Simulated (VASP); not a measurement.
A run of VASP 6.6.1:

The input INCAR:

```
  PREC = Accurate
  ENCUT = 500
  EDIFF = 1E-6
  ISMEAR = 0
  SIGMA = 0.2
  LREAL = F
  LASPH = T
  NELM = 120
  ALGO = Normal
  ISIF = 2
  LWAVE = F
  LCHARG = F
  GGA = PE
  NBANDS = 16
  GGA_COMPAT = F
```

The input KPOINTS:

```
regular mesh
0
Gamma
  6 6 3
```

POSCAR

```
Al3Cl
1.0
    3.0208526042      0.0000000000      0.0000000000
   -1.5104263021      2.6161350963      0.0000000000
    0.0000000000      0.0000000000     10.1246927941
Al Cl
3 1
Direct
    0.0000000000      0.0000000000      0.7702528637
    0.0000000000      0.0000000000      0.2297471363
    0.0000000000      0.0000000000      0.5000000000
    0.0000000000      0.0000000000      0.0000000000
```

Potentials or basis: VASP PAW PBE potentials, release 64 (Al, Cl).

Launch:

```sh
$ cat potpaw_PBE.64/Al/POTCAR potpaw_PBE.64/Cl/POTCAR > POTCAR
$ mpirun -np 1 vasp_std > vasp.out
```

Hardware: 1 thread of Intel Xeon 6975P-C (shared host).

Task: Estimate the wall time of this run.

Result: Run time: 16 s on 1 thread of Intel Xeon 6975P-C, with other jobs on the host, peak memory 0.2 GiB. Counts: scf iterations 12, k points 14.
